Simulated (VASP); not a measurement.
# Hf (P6_3/mmc) in VASP: single point with PBE

Aim: the single point of Hf with PBE.

Everything below comes from runs of VASP 6.6.1. Logs are shortened: lines on timing, memory, paths and dates and some standing lists are left out, and cuts for length are marked.

## (1) The cell of the first run

Symmetry: P6_3/mmc, No. 194, hexagonal system. Conventional cell: a = 3.205 Å, b = 3.205 Å, c = 5.067 Å, α = 90.00°, β = 90.00°, γ = 120.00°. Hf (site symmetry -6m2) has 12 Hf at 3.14 to 3.21 Å within 4.1 Å.

## (2) Single point, PBE

Contents of INCAR:

```
SYSTEM = Hf
ALGO = Normal ; EDIFF = 1E-6
ENCUT = 520 ; GGA = PE
ISIF = 2 ; ISMEAR = 0
LASPH = .TRUE. ; LCHARG = .FALSE.
LREAL = .FALSE. ; LWAVE = .FALSE.
NBANDS = 17 ; NELM = 100
PREC = Accurate ; SIGMA = 0.05
```

Contents of KPOINTS:

```
k-points
0
G
  16 16 8
  0 0 0
```

Contents of POSCAR:

```
Hf
1.0
    3.2053242626      0.0000000000      0.0000000000
   -1.6026621313      2.7758922388      0.0000000000
    0.0000000000      0.0000000000      5.0674525542
Hf
2
Direct
    0.3333333333      0.6666666667      0.7500000000
    0.6666666667      0.3333333333      0.2500000000
```

Potentials or basis: VASP PAW PBE potentials, release 64 (Hf_pv).

On the command line:

```bash
cat potpaw_PBE.64/Hf_pv/POTCAR > POTCAR
mpirun -np 1 vasp_std > vasp.out
```

OUTCAR:

```text
SYSTEM = Hf
   EDIFF = 1E-6
   ENCUT = 520
   GGA = PE
   ISIF = 2
   ISMEAR = 0
   LASPH = .TRUE.
   LREAL = .FALSE.
   NELM = 100
   PREC = Accurate

 ion  position               nearest neighbor table
   1  0.333  0.667  0.750-   2 3.14   2 3.14   2 3.14   2 3.14   2 3.14   2 3.14
   2  0.667  0.333  0.250-   1 3.14   1 3.14   1 3.14   1 3.14   1 3.14   1 3.14

  LATTYP: Found a hexagonal cell.
 ALAT       =     3.2053242626
 C/A-ratio  =     1.5809484904

  Lattice vectors:

 A1 = (   3.2053242626,   0.0000000000,   0.0000000000)
 A2 = (  -1.6026621313,   2.7758922388,   0.0000000000)
 A3 = (   0.0000000000,   0.0000000000,   5.0674525542)

Analysis of symmetry for initial positions (statically):
=====================================================================
 Subroutine PRICEL returns:
 Original cell was already a primitive cell.

 Routine SETGRP: Setting up the symmetry group for a
 hexagonal supercell.

 Subroutine GETGRP returns: Found 24 space group operations
 (whereof 12 operations were pure point group operations)
 out of a pool of 24 trial point group operations.

The static configuration has the point symmetry D_3d.
 The point group associated with its full space group is D_6h.

Analysis of symmetry for dynamics (positions and initial velocities):
=====================================================================
 Subroutine PRICEL returns:
 Original cell was already a primitive cell.

 Routine SETGRP: Setting up the symmetry group for a
 hexagonal supercell.

 Subroutine GETGRP returns: Found 24 space group operations
 (whereof 12 operations were pure point group operations)
 out of a pool of 24 trial point group operations.

The dynamic configuration has the point symmetry D_3d.
 The point group associated with its full space group is D_6h.

 Subroutine INISYM returns: Found 24 space group operations
 (whereof 12 operations are pure point group operations),
 and found     1 'primitive' translations

----------------------------------------------------------------------------------------

                                     Primitive cell

  volume of cell :      45.0883

  direct lattice vectors                    reciprocal lattice vectors
     3.205324263  0.000000000  0.000000000     0.311980916  0.180122266  0.000000000
    -1.602662131  2.775892239  0.000000000     0.000000000  0.360244532  0.000000000
     0.000000000  0.000000000  5.067452554     0.000000000  0.000000000  0.197337812

  length of vectors
     3.205324263  3.205324263  5.067452554     0.360244532  0.360244532  0.197337812

  position of ions in fractional coordinates (direct lattice)
     0.333333333  0.666666667  0.750000000
     0.666666667  0.333333333  0.250000000

  ion indices of the primitive-cell ions
   primitive index   ion index
                 1           1
                 2           2

----------------------------------------------------------------------------------------

 KPOINTS: k-points

Automatic generation of k-mesh.
 Grid dimensions read from file:
 generate k-points for:   16   16    8

 Generating k-lattice:

  Cartesian coordinates                     Fractional coordinates (reciprocal lattice)
     0.019498807  0.011257642  0.000000000     0.062500000  0.000000000  0.000000000
     0.000000000  0.022515283  0.000000000     0.000000000  0.062500000  0.000000000
     0.000000000  0.000000000  0.024667227     0.000000000  0.000000000  0.125000000

  Length of vectors
     0.022515283  0.022515283  0.024667227

  Shift w.r.t. Gamma in fractional coordinates (k-lattice)
     0.000000000  0.000000000  0.000000000

 Subroutine IBZKPT returns following result:
 ===========================================

 Found    150 irreducible k-points:

 Following reciprocal coordinates:
            Coordinates               Weight
  0.000000  0.000000  0.000000      1.000000
  0.062500 -0.000000  0.000000      6.000000
  0.125000 -0.000000  0.000000      6.000000
  0.187500 -0.000000  0.000000      6.000000
  0.250000 -0.000000  0.000000      6.000000
  0.312500  0.000000  0.000000      6.000000
[... 16 lines left out ...]
  0.187500  0.187500  0.000000      6.000000
  0.250000  0.187500  0.000000     12.000000
 [... further k-points ...]
   k-points           NKPTS =    150   k-points in BZ     NKDIM =    150   number of bands    NBANDS=     17
   number of dos      NEDOS =    301   number of ions     NIONS =      2
   total plane-waves  NPLWV =  23040
   dimension x,y,z NGX =    24 NGY =   24 NGZ =   40
   dimension x,y,z NGXF=    48 NGYF=   48 NGZF=   80
   ions per type =               2
   NGX,Y,Z   is equivalent  to a cutoff of  12.45, 12.45, 13.12 a.u.
   NGXF,Y,Z  is equivalent  to a cutoff of  24.90, 24.90, 26.25 a.u.
 SYSTEM =  Hf
   PREC   = accura    normal or accurate (medium, high low for compatibility)
   ISTART =      0    job   : 0-new  1-cont  2-samecut
   ICHARG =      2    charge: 1-file 2-atom 10-const
   ISPIN  =      1    spin polarized calculation?
   LNONCOLLINEAR =      F non collinear calculations
   LSORBIT =      F    spin-orbit coupling
   LASPH  =      T    aspherical Exc in radial PAW
   ENCUT  =  520.0 eV  38.22 Ry    6.18 a.u.   5.96  5.96  9.42*2*pi/ulx,y,z
   NELM   =    100;   NELMIN=  2; NELMDL= -5     # of ELM steps
   EDIFF  = 0.1E-05   stopping-criterion for ELM
   LREAL  =      F    real-space projection
   EDIFFG = 0.1E-04   stopping-criterion for IOM
   NSW    =      0    number of steps for IOM
   IBRION =     -1    ionic relax: 0-MD 1-quasi-New 2-CG
   NFREE  =      0    steps in history (QN), initial steepest desc. (CG)
   ISIF   =      2    stress and relaxation
   ISYM   =      2    0-nonsym 1-usesym 2-fastsym
   POTIM  = 0.5000    time-step for ionic-motion
   TEBEG  =    0.0;   TEEND  =   0.0 temperature during run
   PSTRESS=    0.0 pullay stress
   NELECT =      20.0000    total number of electrons
   NUPDOWN=      -1.0000    fix difference up-down
   EMIN   =  10.00;   EMAX   =-10.00  energy-range for DOS
   EFERMI =   0.00;   METHOD = LEGACY
   ISMEAR =     0;   SIGMA  =   0.05  broadening in eV -4-tet -1-fermi 0-gaus
   EFERMI_NEDOS =   21; number of points for ismear=-14 and -15
   IALGO  =     38    algorithm
   IMIX   =      4    mixing-type and parameters
     AMIX     =   0.40;   BMIX     =  1.00
     AMIX_MAG =   1.60;   BMIX_MAG =  1.00
  volume/ion in A,a.u.               =      22.54       152.14
  Fermi-wavevector in a.u.,A,eV,Ry     =   1.248524  2.359367 21.208912  1.558811
  Thomas-Fermi vector in A             =   2.382606
   LORBIT       =      0    0 simple, 1 ext, 2 COOP (PROOUT), +10 PAW based schemes
   GGA     = PE    functional components
   LHFCALC =     F    Hartree Fock is set to
   AEXX    =    0.0000 exact exchange contribution
   IVDW    =     0    specifies the selected vdW correction
   LEPSILON=     F    determine dielectric tensor
   LRPA    =     F    only Hartree local field effects (RPA)
 non-spin polarized calculation
 Gauss-broadening in eV      SIGMA  =   0.05
  energy-cutoff  :      520.00
  volume of cell :       45.09
 maximum number of plane-waves:      1236
 NGX is ok and might be reduce to    24
   NGX = 11   NGY = 11   NGZ = 19

 number of electron      20.0000005 magnetization

 Free energy of the ion-electron system (eV)
  ---------------------------------------------------
  ext. energy  EPLUGINS =         0.00000000
  ---------------------------------------------------
  free energy    TOTEN  =       -19.85120436 eV

  energy without entropy =      -19.84950385  energy(sigma->0) =      -19.85035411

 E-fermi :   4.8725     XC(G=0): -11.2487

 val. band max:        4.8688999515   @ k =   0.3125   0.3125   0.2500
 cond. band min:       4.8812924333   @ k =   0.1250   0.0625   0.1250
 fundamental gap:      0.0123924818
 Fermi energy:         4.8724587987

 k-point     1 :       0.0000    0.0000    0.0000
  band No.  band energies     occupation
      1     -26.2196      2.00000
      2     -25.4945      2.00000
      3     -25.4945      2.00000
      4     -25.3738      2.00000
      5     -25.3693      2.00000
      6     -25.3693      2.00000
[... 9 lines left out ...]
     16       7.4796      0.00000
     17      10.1552      0.00000

 k-point     2 :       0.0625   -0.0000    0.0000
  band No.  band energies     occupation
      1     -26.2097      2.00000
      2     -25.5155      2.00000
      3     -25.5016      2.00000
      4     -25.3916      2.00000
      5     -25.3783      2.00000
      6     -25.3721      2.00000
[... 9 lines left out ...]
     16       7.3655      0.00000
     17      10.2486      0.00000

 k-point     3 :       0.1250   -0.0000    0.0000
  band No.  band energies     occupation
      1     -26.1808      2.00000
      2     -25.5755      2.00000
      3     -25.5215      2.00000
      4     -25.4541      2.00000
      5     -25.3920      2.00000
      6     -25.3805      2.00000
[... 9 lines left out ...]
     16       7.2700      0.00000
     17      10.4693      0.00000

 k-point     4 :       0.1875   -0.0000    0.0000
  band No.  band energies     occupation
      1     -26.1351      2.00000
      2     -25.6652      2.00000
      3     -25.5502      2.00000
      4     -25.5451      2.00000
      5     -25.4149      2.00000
      6     -25.3937      2.00000
[... 9 lines left out ...]
     16       7.7694      0.00000
     17      10.7203      0.00000
[... 343 lines left out ...]
      1     -26.0230      2.00000
      2     -25.8816      2.00000
      3     -25.8398      2.00000
      4     -25.7081      2.00000
      5     -25.6071      2.00000
      6     -25.5103      2.00000
[... 9 lines left out ...]
     16      10.9945      0.00000
     17      11.7906      0.00000

 k-point    23 :       0.1875    0.1875    0.0000
  band No.  band energies     occupation
      1     -25.9930      2.00000
      2     -25.8195      2.00000
      3     -25.8149      2.00000
      4     -25.6073      2.00000
      5     -25.4967      2.00000
      6     -25.4886      2.00000
[... 9 lines left out ...]
     16       9.8508      0.00000
     17      10.8026      0.00000

 k-point    24 :       0.2500    0.1875    0.0000
  band No.  band energies     occupation
      1     -25.9283      2.00000
      2     -25.9003      2.00000
      3     -25.8455      2.00000
      4     -25.6579      2.00000
      5     -25.5400      2.00000
      6     -25.5259      2.00000
[... 9 lines left out ...]
     16      10.7257      0.00000
     17      10.8017      0.00000

 [... further k-points ...]

------------------------ aborting loop because EDIFF is reached ----------------------------------------

  FORCE on cell =-STRESS in cart. coord.  units (eV):
  Direction    XX          YY          ZZ          XY          YZ          ZX
  --------------------------------------------------------------------------------------
  -------------------------------------------------------------------------------------
  Total       -0.1105376     -0.1105376     -0.1439057     -0.0000000     -0.0000000     -0.0000000
  in kB       -3.9278641     -3.9278641     -5.1135706     -0.0000000     -0.0000000     -0.0000000
  external PRESSURE =      -4.3230996 kB  Pullay stress =       0.0000000 kB

 VOLUME and BASIS-vectors are now :
 -----------------------------------------------------------------------------
  energy-cutoff  :      520.00
  volume of cell :       45.09
      direct lattice vectors                 reciprocal lattice vectors
     3.205324263  0.000000000  0.000000000     0.311980916  0.180122266  0.000000000
    -1.602662131  2.775892239  0.000000000     0.000000000  0.360244532  0.000000000
     0.000000000  0.000000000  5.067452554     0.000000000  0.000000000  0.197337812

 POSITION                                       TOTAL-FORCE (eV/Angst)
 -----------------------------------------------------------------------------------
     -0.00000      1.85059      3.80059        -0.000000      0.000000      0.000000
      1.60266      0.92530      1.26686         0.000000     -0.000000      0.000000
 -----------------------------------------------------------------------------------
    total drift:                               -0.000000      0.000000     -0.000000

  FREE ENERGIE OF THE ION-ELECTRON SYSTEM (eV)
  ---------------------------------------------------
  free  energy   TOTEN  =       -19.8512043638 eV

  energy  without entropy=      -19.8495038511  energy(sigma->0) =      -19.85035411
```

Wall time 1.7 min (1 thread of Intel Xeon 8259CL, shared host); peak memory 0.23 GiB.

Results:

```
Free energy            : -19.8512 eV
Pressure               : -0.4 GPa
Band gap on the k mesh : zero (bands 10 and 11 overlap by 1.52 eV)
```

Stress tensor (GPa, compression positive):
```
-0.39  0.00  0.00
 0.00 -0.39  0.00
 0.00  0.00 -0.51
```

Caveat: spin-orbit coupling is left out, which moves the levels of the heavy elements.
